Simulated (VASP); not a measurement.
A run of VASP 6.6.1 is set up as follows.

The input INCAR:

```
ALGO = Fast
EDIFF = 1E-6
ENCUT = 520
GGA = PE
ISIF = 2
ISMEAR = 0
LASPH = T
LCHARG = F
LREAL = F
LWAVE = F
NBANDS = 55
NELM = 80
PREC = Accurate
SIGMA = 0.15
```

Contents of KPOINTS:

```
k-points
0
Gamma
  3 3 2
```

Contents of POSCAR:

```
Sn3Bi2O3
1.0
    6.0881201676     -0.0000000037      0.0000000000
   -3.0440600806      5.2724667282      0.0000000000
    0.0000000000      0.0000000000     10.0079938070
Sn Bi O
3 2 3
Direct
    0.5000000000      0.0000000000      0.0000000000
    0.0000000000      0.5000000000      0.0000000000
    0.5000000000      0.5000000000      0.0000000000
    0.3333333333      0.6666666667      0.3958372161
    0.6666666667      0.3333333333      0.6041627839
    0.5000000000      0.0000000000      0.5000000000
    0.0000000000      0.5000000000      0.5000000000
    0.5000000000      0.5000000000      0.5000000000
```

Potentials or basis: VASP PAW PBE potentials, release 64 (Sn_d, Bi_d, O).

Command:

```bash
$ cat potpaw_PBE.64/Sn_d/POTCAR potpaw_PBE.64/Bi_d/POTCAR potpaw_PBE.64/O/POTCAR > POTCAR
$ mpirun -np 1 vasp_std > vasp.out
```

(1) What does it give for the band gap on the k mesh?

(2) What does it give for the largest force?

(3) Estimate the pressure.

Results:

(1) zero (bands 45 and 46 overlap by 0.62 eV).

(2) 0.093 eV/Å.

(3) 0.4 GPa.

Caveat: the k points lie up to 0.40 Å⁻¹ apart, too coarse for converged energies and pressures of a metal; spin-orbit coupling is left out, which moves the levels of the heavy elements.
